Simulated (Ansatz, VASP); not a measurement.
**Hf: VASP beside Ansatz**

INCAR

```
SYSTEM = Hf
PREC = Accurate ; ENCUT = 520
EDIFF = 1E-7 ; ISMEAR = -1
SIGMA = 0.08 ; LREAL = .FALSE.
LASPH = .TRUE. ; NELM = 60
ALGO = Normal ; ISIF = 2
LWAVE = .FALSE. ; LCHARG = .FALSE.
GGA = PS ; NBANDS = 11
```

Contents of KPOINTS:

```
Automatic mesh
0
G
  16 16 16
  0 0 0
```

File POSCAR:

```
Hf
1.0
   -1.8050000000      1.8050000000      1.7689000000
    1.8050000000     -1.8050000000      1.7689000000
    1.8050000000      1.8050000000     -1.7689000000
Hf
1
Direct
    0.0000000000      0.0000000000      0.0000000000
```

Input for Ansatz:

```yaml
crystal:
  lattice:
    - [-1.805, 1.805, 1.7689]
    - [1.805, -1.805, 1.7689]
    - [1.805, 1.805, -1.7689]
  atoms:
    - { symbol: Hf, position: [0.0, 0.0, 0.0] }
kpoints:
  mp_grid: { grid: [16, 16, 16] }
  band_path:
    path:
      - [0.0, 0.0, 0.0]
      - [0.0, 0.0, 0.5]
      - [-0.5, 0.5, 0.5]
      - [0.0, 0.0, 0.0]
      - [0.4901, 0.4901, -0.4901]
      - [-0.4901, 0.5099, 0.4901]
      - [-0.5, 0.5, 0.5]
      - [0.0, 0.0, 0.5]
      - [0.25, 0.25, 0.25]
    npoints: 5
scf:
  occupations: { method: fermi_dirac, width: 0.08 }
hamiltonian:
  xc: pbesol
  pseudopotentials: { kind: all_electron, lapw: { basis_error: 0.001 } }
output:
  forces: true
  stress: true
  eigenvalues: true
```

Change from the starting cell: zz strain of -2 %.

Alike in both runs: task single point; functional PBEsol; k mesh 16 × 16 × 16; occupations fermi-dirac, width 0.08 eV; no spin polarisation.

```csv
,VASP,Ansatz
version,VASP 6.6.1,Ansatz 0.2.0
potentials or method,"VASP PAW PBE potentials, release 64 (Hf_pv), cutoff 520 eV","all-electron LAPW, scalar-relativistic"
```

```csv
,VASP,Ansatz,Ansatz less VASP
pressure (GPa),-7.6,-7.3,+0.32
"traceless stress, the component that is largest in VASP (GPa)",-0.64,-0.62,+0.023
```

VASP's potentials were made for PBE, not for PBEsol. Ansatz ran all-electron here, and VASP with PAW potentials.

Spin-orbit coupling is off throughout.
